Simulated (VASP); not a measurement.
# As (R-3m) in VASP: notebook

As is run at these levels: LDA, r2SCAN; tasks: single point.

All numbers are computed with VASP 6.6.1; they aren't measurements. Logs are shortened: lines on timing, memory, paths and dates and some standing lists are left out, and cuts for length are marked.

## (1) The cell of the first run

It takes space group R-3m (No. 166, trigonal). Conventional cell: a = 3.811 Å, b = 3.811 Å, c = 10.681 Å, α = 90.00°, β = 90.00°, γ = 120.00°. As (site symmetry 3m) has 6 As at 2.54 to 3.18 Å within 3.4 Å.

## (2) Single point, LDA

File INCAR:

```
  PREC = Accurate
  ENCUT = 600
  EDIFF = 1E-6
  ISMEAR = -1
  SIGMA = 0.05
  LREAL = False
  LASPH = True
  NELM = 120
  ALGO = Normal
  ISIF = 2
  LWAVE = False
  LCHARG = True
  LELF = True
  LVHAR = True
  NBANDS = 22
  GGA_COMPAT = False
```

File KPOINTS:

```
regular mesh
0
Gamma
  9 9 9
```

File POSCAR:

```
As
1.0
    1.9055470646      1.1001681106      3.5603049553
   -1.9055470646      1.1001681106      3.5603049553
    0.0000000000     -2.2003362214      3.5603049553
As
2
Direct
    0.2260000000      0.2260000000      0.2260000000
    0.7740000000      0.7740000000      0.7740000000
```

Potentials or basis: VASP PAW LDA potentials, release 64 (As_d).

Launch:

```
> cat potpaw_LDA.64/As_d/POTCAR > POTCAR
> mpirun -np 1 vasp_std > vasp.out
```

OUTCAR:

```text
PREC = Accurate
   ENCUT = 600
   EDIFF = 1E-6
   ISMEAR = -1
   LREAL = False
   LASPH = True
   NELM = 120
   ISIF = 2

 ion  position               nearest neighbor table
   1  0.226  0.226  0.226-   2 2.54   2 2.54   2 2.54
   2  0.774  0.774  0.774-   1 2.54   1 2.54   1 2.54

  LATTYP: Found a trigonal (rhomboedric) cell.
 ALAT       =     4.1853614971
 COS(alpha) =     0.5854247172

  Lattice vectors:

 A1 = (   1.9055470646,   1.1001681106,   3.5603049553)
 A2 = (  -1.9055470646,   1.1001681106,   3.5603049553)
 A3 = (   0.0000000000,  -2.2003362214,   3.5603049553)

Analysis of symmetry for initial positions (statically):
=====================================================================
 Subroutine PRICEL returns:
 Original cell was already a primitive cell.

 Routine SETGRP: Setting up the symmetry group for a
 trigonal (rhombohedral) supercell.

 Subroutine GETGRP returns: Found 12 space group operations
 (whereof 12 operations were pure point group operations)
 out of a pool of 12 trial point group operations.

The static configuration has the point symmetry D_3d.

Analysis of symmetry for dynamics (positions and initial velocities):
=====================================================================
 Subroutine PRICEL returns:
 Original cell was already a primitive cell.

 Routine SETGRP: Setting up the symmetry group for a
 trigonal (rhombohedral) supercell.

 Subroutine GETGRP returns: Found 12 space group operations
 (whereof 12 operations were pure point group operations)
 out of a pool of 12 trial point group operations.

The dynamic configuration has the point symmetry D_3d.

 Subroutine INISYM returns: Found 12 space group operations
 (whereof 12 operations are pure point group operations),
 and found     1 'primitive' translations

----------------------------------------------------------------------------------------

                                     Primitive cell

  volume of cell :      44.7834

  direct lattice vectors                    reciprocal lattice vectors
     1.905547065  1.100168111  3.560304955     0.262391840  0.151491999  0.093624939
    -1.905547065  1.100168111  3.560304955    -0.262391840  0.151491999  0.093624939
     0.000000000 -2.200336221  3.560304955     0.000000000 -0.302983999  0.093624939

  length of vectors
[... 71 lines left out ...]
   NGXF,Y,Z  is equivalent  to a cutoff of  28.60, 28.60, 28.60 a.u.
 SYSTEM =  unknown system
   PREC   = accura    normal or accurate (medium, high low for compatibility)
   ISTART =      0    job   : 0-new  1-cont  2-samecut
   ICHARG =      2    charge: 1-file 2-atom 10-const
   ISPIN  =      1    spin polarized calculation?
   LNONCOLLINEAR =      F non collinear calculations
   LSORBIT =      F    spin-orbit coupling
   LASPH  =      T    aspherical Exc in radial PAW
   ENCUT  =  600.0 eV  44.10 Ry    6.64 a.u.   8.36  8.36  8.36*2*pi/ulx,y,z
   NELM   =    120;   NELMIN=  2; NELMDL= -5     # of ELM steps
   EDIFF  = 0.1E-05   stopping-criterion for ELM
   LREAL  =      F    real-space projection
   EDIFFG = 0.1E-04   stopping-criterion for IOM
   NSW    =      0    number of steps for IOM
   IBRION =     -1    ionic relax: 0-MD 1-quasi-New 2-CG
   NFREE  =      0    steps in history (QN), initial steepest desc. (CG)
   ISIF   =      2    stress and relaxation
   ISYM   =      2    0-nonsym 1-usesym 2-fastsym
   POTIM  = 0.5000    time-step for ionic-motion
   TEBEG  =    0.0;   TEEND  =   0.0 temperature during run
   PSTRESS=    0.0 pullay stress
   NELECT =      30.0000    total number of electrons
   NUPDOWN=      -1.0000    fix difference up-down
   EMIN   =  10.00;   EMAX   =-10.00  energy-range for DOS
   EFERMI =   0.00;   METHOD = LEGACY
   ISMEAR =    -1;   SIGMA  =   0.05  broadening in eV -4-tet -1-fermi 0-gaus
   EFERMI_NEDOS =   21; number of points for ismear=-14 and -15
   IALGO  =     38    algorithm
   IMIX   =      4    mixing-type and parameters
     AMIX     =   0.40;   BMIX     =  1.00
     AMIX_MAG =   1.60;   BMIX_MAG =  1.00
  volume/ion in A,a.u.               =      22.39       151.11
  Fermi-wavevector in a.u.,A,eV,Ry     =   1.432439  2.706918 27.917549  2.051882
  Thomas-Fermi vector in A             =   2.552067
   LORBIT       =      0    0 simple, 1 ext, 2 COOP (PROOUT), +10 PAW based schemes
   GGA     = CA    functional components
   LHFCALC =     F    Hartree Fock is set to
   AEXX    =    0.0000 exact exchange contribution
   IVDW    =     0    specifies the selected vdW correction
   LEPSILON=     F    determine dielectric tensor
   LRPA    =     F    only Hartree local field effects (RPA)
 non-spin polarized calculation
  energy-cutoff  :      600.00
  volume of cell :       44.78
 maximum number of plane-waves:      1533
 NGX is ok and might be reduce to    36
   NGX = 17   NGY = 17   NGZ = 17

 number of electron      30.0000003 magnetization

 Free energy of the ion-electron system (eV)
  ---------------------------------------------------
  ext. energy  EPLUGINS =         0.00000000
  ---------------------------------------------------
  free energy    TOTEN  =       -10.73829477 eV

  energy without entropy =      -10.73682247  energy(sigma->0) =      -10.73755862

 E-fermi :   3.2919     XC(G=0): -10.7900

 val. band max:        3.2313892828   @ k =   0.4444  -0.0000   0.0000
 cond. band min:       3.3222509965   @ k =   0.4444   0.3333   0.3333
 fundamental gap:      0.0908617137
 Fermi energy:         3.2919253770

 k-point     1 :       0.0000    0.0000    0.0000
  band No.  band energies     occupation
      1     -32.9733      2.00000
      2     -32.9733      2.00000
      3     -32.9322      2.00000
      4     -32.9322      2.00000
      5     -32.9010      2.00000
      6     -32.8700      2.00000
[... 589 lines left out ...]
     21      14.5133      0.00000
     22      15.8422      0.00000

 [... further k-points ...]
[... 5 lines left out ...]
  --------------------------------------------------------------------------------------
  -------------------------------------------------------------------------------------
  Total       -1.1111080     -1.1111080     -0.9893305      0.0000000      0.0000000      0.0000000
  in kB      -39.7511465    -39.7511465    -35.3944206      0.0000000      0.0000000      0.0000000
  external PRESSURE =     -38.2989046 kB  Pullay stress =       0.0000000 kB

 VOLUME and BASIS-vectors are now :
 -----------------------------------------------------------------------------
  energy-cutoff  :      600.00
  volume of cell :       44.78
      direct lattice vectors                 reciprocal lattice vectors
     1.905547065  1.100168111  3.560304955     0.262391840  0.151491999  0.093624939
    -1.905547065  1.100168111  3.560304955    -0.262391840  0.151491999  0.093624939
     0.000000000 -2.200336221  3.560304955     0.000000000 -0.302983999  0.093624939

 POSITION                                       TOTAL-FORCE (eV/Angst)
 -----------------------------------------------------------------------------------
      0.00000     -0.00000      2.41389         0.000000     -0.000000      0.047942
      0.00000     -0.00000      8.26703         0.000000      0.000000     -0.047942
 -----------------------------------------------------------------------------------
    total drift:                               -0.000000      0.000000     -0.000000

  FREE ENERGIE OF THE ION-ELECTRON SYSTEM (eV)
  ---------------------------------------------------
  free  energy   TOTEN  =       -10.7382947665 eV

  energy  without entropy=      -10.7368224661  energy(sigma->0) =      -10.73755862
```

stdout:

```text
POSCAR found type information on POSCAR As
 POSCAR found :  1 types and       2 ions
 scaLAPACK will be used
 LDA part: xc-table for (Slater(with rela. corr.)+CA(PZ))
 , standard interpolation
 POSCAR, INCAR and KPOINTS ok, starting setup
 FFT: planning ... GRIDC
 FFT: planning ... GRID_SOFT
 FFT: planning ... GRID
 WAVECAR not read
 entering main loop
```

Run time: 74 s. Hardware: 1 thread of AMD EPYC 7R13 (Zen 3), shared host; peak memory 0.19 GiB.

Results:

- Free energy: -10.7383 eV
- Pressure: -3.8 GPa
- Largest force: 0.048 eV/Å
- Band gap on the k mesh: zero (band 15 reaches 3.32 eV, above the bottom of band 16 at 3.23 eV)

Forces on the atoms (eV/Å):
```
As   0.000  0.000  0.048
As   0.000  0.000 -0.048
```

Levels at points of the mesh, in eV from the Fermi level:
| k point | band 11 | band 12 | band 13 | band 14 | band 15 | band 16 | band 17 | band 18 | band 19 | band 20 |
| --- | --- | --- | --- | --- | --- | --- | --- | --- | --- | --- |
| (0.00, 0.00, 0.00) | -14.65 | -5.99 | -2.27 | -1.87 | -1.87 | 1.64 | 2.88 | 2.88 | 7.02 | 7.02 |

## (3) Single point, r2SCAN

This run uses another cell than the first one, of 21.53 Å³/atom, 0.962 times its volume.

File POSCAR:

```
As
1.0
    1.8807968987      1.0858785957      3.5140619945
   -1.8807968987      1.0858785957      3.5140619945
    0.0000000000     -2.1717571915      3.5140619945
As
2
Direct
    0.2260000000      0.2260000000      0.2260000000
    0.7740000000      0.7740000000      0.7740000000
```

File INCAR.step1:

```
SYSTEM = As
PREC = Accurate ; ENCUT = 520
ISMEAR = -1 ; SIGMA = 0.05
LREAL = .False. ; LASPH = .True.
NELM = 80 ; NBANDS = 12
GGA = PE ; ALGO = Normal
EDIFF = 1E-4 ; LWAVE = .True.
LCHARG = .False.
```

File INCAR.step2:

```
SYSTEM = As
PREC = Accurate ; ENCUT = 520
EDIFF = 1E-6 ; ISMEAR = -1
SIGMA = 0.05 ; LREAL = .False.
LASPH = .True. ; NELM = 80
ALGO = Normal ; ISIF = 2
LWAVE = .False. ; LCHARG = .True.
METAGGA = R2SCAN ; LMIXTAU = .True.
LELF = .True. ; LVHAR = .True.
NBANDS = 12 ; ISTART = 1
```

File KPOINTS:

```
regular mesh
0
Gamma
  9 9 9
  0 0 0
```

Potentials or basis: VASP PAW PBE potentials, release 64 (As).

Launch:

```
> cat potpaw_PBE.64/As/POTCAR > POTCAR
> cp INCAR.step1 INCAR
> mpirun -np 1 vasp_std > vasp.out
> cp INCAR.step2 INCAR
> mpirun -np 1 vasp_std > vasp.out
```

Wall time 66 s (1 thread of Intel Xeon 6975P-C (Granite Rapids), shared host); peak memory 0.19 GiB.

It converged, with:

* Free energy: -29.3844 eV
* Pressure: 2.0 GPa
* Largest force: 0.193 eV/Å
* Band gap on the k mesh: zero (band 5 reaches 5.47 eV, above the bottom of band 6 at 5.38 eV)

Forces on the atoms (eV/Å):
```
As   0.000  0.000  0.193
As   0.000  0.000 -0.193
```

Stress tensor (GPa, compression positive):
```
1.81 0.00 0.00
0.00 1.81 0.00
0.00 0.00 2.32
```

Levels at points of the mesh, in eV from the Fermi level:
| k point | band 1 | band 2 | band 3 | band 4 | band 5 | band 6 | band 7 | band 8 | band 9 | band 10 |
| --- | --- | --- | --- | --- | --- | --- | --- | --- | --- | --- |
| (0.00, 0.00, 0.00) | -15.89 | -6.02 | -2.76 | -2.37 | -2.37 | 1.59 | 2.90 | 2.90 | 7.21 | 7.21 |

Caveat: the PAW data sets were made with another functional, which shifts forces and pressure a little.

## (4) Single point, r2SCAN

This run uses another cell than the first one, of 21.96 Å³/atom, 0.981 times its volume.

File POSCAR:

```
As
1.0
    1.8932528703      1.0930700543      3.5373346065
   -1.8932528703      1.0930700543      3.5373346065
    0.0000000000     -2.1861401086      3.5373346065
As
2
Direct
    0.2260000000      0.2260000000      0.2260000000
    0.7740000000      0.7740000000      0.7740000000
```

File INCAR.step1:

```
PREC = Accurate
ENCUT = 520
ISMEAR = -1
SIGMA = 0.05
LREAL = F
LASPH = T
NELM = 60
NBANDS = 12
GGA = PE
ALGO = Normal
EDIFF = 1E-4
LWAVE = T
LCHARG = F
```

File INCAR.step2:

```
PREC = Accurate
ENCUT = 520
EDIFF = 1E-6
ISMEAR = -1
SIGMA = 0.05
LREAL = F
LASPH = T
NELM = 60
ALGO = Normal
ISIF = 2
LWAVE = F
LCHARG = T
METAGGA = R2SCAN
LMIXTAU = T
LELF = T
LVHAR = T
NBANDS = 12
ISTART = 1
```

File KPOINTS:

```
regular mesh
0
Gamma
  9 9 9
```

Launch:

```
> cat potpaw_PBE.64/As/POTCAR > POTCAR
> cp INCAR.step1 INCAR
> mpirun -np 1 vasp_std > vasp.out
> cp INCAR.step2 INCAR
> mpirun -np 1 vasp_std > vasp.out
```

Wall time 69 s (1 thread of Intel Xeon 6975P-C (Granite Rapids), shared host); peak memory 0.2 GiB.

Results (log left out):

```yaml
Free_energy: -29.3908 eV
Pressure: 0.4 GPa
Largest_force: 0.060 eV/Å
Band_gap_on_the_k_mesh: zero (band 5 reaches 5.24 eV, above the bottom of band 6 at 5.15 eV)
```

Forces in eV/Å, atoms in the order of the input:
```
As   0.000  0.000  0.060
As   0.000  0.000 -0.060
```

Stress tensor (GPa, compression positive):
```
0.04 0.00 0.00
0.00 0.04 0.00
0.00 0.00 1.13
```

Levels at points of the mesh, in eV from the Fermi level:
```tsv
k point	band 3	band 4	band 5	band 6	band 7	band 8
(0.00, 0.00, 0.00)	-2.67	-2.30	-2.30	1.61	2.88	2.88
```

Caveat: the PAW data sets were made with another functional, which shifts forces and pressure a little.

## (5) The runs side by side

```csv
level,potentials or basis,cell,cutoff (eV),second run,gap on the mesh (eV),pressure (GPa),largest force (eV/Å)
LDA,"VASP PAW LDA potentials, release 64 (As_d)","a = 4.185 Å, angles 54.2°, 2 atoms",600,valence_matched,none,-3.8,0.05
r2SCAN,"VASP PAW PBE potentials, release 64 (As)","a = 4.131 Å, angles 54.2°, 2 atoms",520,-,none,2.0,0.19
r2SCAN,"VASP PAW PBE potentials, release 64 (As)","a = 4.158 Å, angles 54.2°, 2 atoms",520,-,none,0.4,0.06
```

Alike in all rows: task single point; no spin polarisation; k mesh 9 × 9 × 9; smearing fermi-dirac 0.05 eV.

Caveats: the PAW data sets were made with another functional, which shifts forces and pressure a little (some runs).

Total energies depend on the potentials used, so only differences within one code and one set of settings carry meaning.
